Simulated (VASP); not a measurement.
# Ir: relaxation of cell and atoms with BLYP

Crystal: Ir.

```
Ir
1.0
    -1.52367    1.52367    1.52367
     1.52367   -1.52367    1.52367
     1.52367    1.52367   -1.52367
Ir
1
Direct
  0.00000 0.00000 0.00000
```

```json
{"Program": "VASP 6.6.1", "Task": "relaxation of cell and atoms", "Functional": "BLYP", "Potentials or basis": "VASP PAW PBE potentials, release 64 (Ir)", "Cutoff": "600 eV", "k mesh": "14 × 14 × 14", "Occupations": "fermi-dirac, width 0.1 eV", "Spin": "no spin polarisation", "Dipole correction": "no", "Further INCAR settings": "ALGO = Normal; EDIFF = 1e-06; IBRION = 2; EDIFFG = -0.01; NSW = 80; ISIF = 3"}
```

| Item | Value |
| --- | --- |
| Relaxed volume | 16.00 Å³/atom |
| Relaxed cell | a = 2.749 Å, b = 2.749 Å, c = 2.749 Å, α = 109.47°, β = 109.47°, γ = 109.47° |
| Space group after relaxing (to 0.05 Å) | Im-3m (No. 229) |
| Energy gained by relaxing | 219.4 meV/atom |
| Ionic steps | 5 |
| Pressure after relaxing | 0.1 GPa |

Step by step:
```csv
step,energy change (eV),largest force (eV/Å),pressure (GPa),volume (Å³)
1,0.0000,0.0000,43.03,14.15
2,0.9955,0.0000,-34.21,23.44
3,-0.2136,0.0000,-5.20,16.35
4,-0.2192,0.0000,-1.12,16.07
5,-0.2194,0.0000,0.06,16.00
```

Final structure:
```yaml
crystal:
  lattice:
    - [-1.58734, 1.58734, 1.58734]
    - [1.58734, -1.58734, 1.58734]
    - [1.58734, 1.58734, -1.58734]
  atoms:
    - { symbol: Ir, position: [0.00000, 0.00000, 0.00000] }
```

Levels at points of the mesh, in eV from the Fermi level:
```csv
k point,band 2,band 3,band 4,band 5,band 6,band 7,band 8
"(0.00, 0.00, 0.00)",-3.11,-3.11,-3.11,-0.44,-0.44,17.19,17.19
"(0.50, 0.00, 0.00)",-4.66,-0.62,-0.05,0.43,1.92,7.03,13.28
"(0.50, 0.50, 0.50)",-5.97,1.32,1.32,1.32,7.81,7.81,7.81
```

Run time: 120 s on 1 thread of Intel Xeon 8259CL (shared host), peak memory 0.16 GiB.

Caveat: the PAW data sets were made with another functional, which shifts forces and pressure a little; spin-orbit coupling is left out, which moves the levels of the heavy elements.
